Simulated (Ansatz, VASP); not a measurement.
# CdS in VASP and in Ansatz

INCAR

```
SYSTEM = CdS
PREC     = Accurate       ! precision mode
ENCUT    = 500            ! plane-wave cutoff, eV
EDIFF    = 1E-6           ! SCF threshold, eV
ISMEAR   = 0              ! smearing method
SIGMA    = 0.02           ! smearing width, eV
LREAL    = .FALSE.        ! projectors in reciprocal space
LASPH    = .TRUE.         ! aspherical terms in the spheres
NELM     = 120            ! most SCF steps
ALGO     = Normal         ! electronic algorithm
ISIF     = 2              ! what is computed and relaxed
LWAVE    = .FALSE.        ! write WAVECAR
LCHARG   = .FALSE.        ! write CHGCAR
GGA      = PS             ! functional
NBANDS   = 26             ! bands
GGA_COMPAT= .FALSE.
```

KPOINTS

```
Automatic mesh
0
G
  3 3 2
  0 0 0
```

Contents of POSCAR:

```
CdS
1.0
    4.1245340255      0.0000000000      0.0000000000
   -2.0622670128      3.5719512449      0.0000000000
    0.0000000000      0.0000000000      6.7092066192
Cd S
2 2
Direct
    0.3333333333      0.6666666667      0.0001786394
    0.6666666667      0.3333333333      0.5001786394
    0.3333333333      0.6666666667      0.3768213606
    0.6666666667      0.3333333333      0.8768213606
```

Input for Ansatz:

```yaml
crystal:
  lattice:
    - [4.1245340255, 0.0, 0.0]
    - [-2.0622670128, 3.5719512449, 0.0]
    - [0.0, 0.0, 6.7092066192]
  atoms:
    - { symbol: Cd, position: [0.3333333333, 0.6666666667, 0.0001786394] }
    - { symbol: Cd, position: [0.6666666667, 0.3333333333, 0.5001786394] }
    - { symbol: S, position: [0.3333333333, 0.6666666667, 0.3768213606] }
    - { symbol: S, position: [0.6666666667, 0.3333333333, 0.8768213606] }
basis:
  ecutwfc: 420
kpoints:
  mp_grid: { grid: [3, 3, 2] }
hamiltonian:
  xc: pbesol
  pseudopotentials: { kind: paw, azcp: { folder: soft_1 } }
scf:
  occupations: { method: gaussian, width: 0.02 }
output:
  forces: true
  stress: true
  eigenvalues: true
```

Alike in both runs: task single point; functional PBEsol; k mesh 3 × 3 × 2; occupations gaussian, width 0.02 eV; no spin polarisation.

```csv
,VASP,Ansatz
version,VASP 6.6.1,Ansatz 0.2.0
potentials or method,"VASP PAW PBE potentials, release 64 (Cd, S), cutoff 500 eV","scalar-relativistic, plane waves, PAW"
valence electrons in the cell,36,52
```

Ansatz gave:

| Property | Result |
| --- | --- |
| gap on the k mesh at the Fermi level (eV) | 1.07 |
| least direct gap on the mesh (eV) | 1.07 |
| pressure (GPa) | 0.4 |
| traceless stress, the component that is largest in VASP (GPa) | -0.65 |
| rms of the force components (eV/Å) | 0.031 |

**Question.** Estimate VASP's values.

**Answer.** gap on the k mesh at the Fermi level (eV): 1.07; least direct gap on the mesh (eV): 1.07; pressure (GPa): 0.7; traceless stress, the component that is largest in VASP (GPa): -0.65; rms of the force components (eV/Å): 0.031.

VASP's potentials were made for PBE, not for PBEsol, and Ansatz warns of the same on its side. Atom by atom the forces differ by 0.001 eV/Å (rms over components). With one functional, cell and mesh, what is left measures potentials, basis and numerics. VASP's potentials hold 36 valence electrons a cell and Ansatz's 52, so a difference there can come from the potentials and not from the codes.

The k mesh is coarse, so the values compare programs but aren't converged.
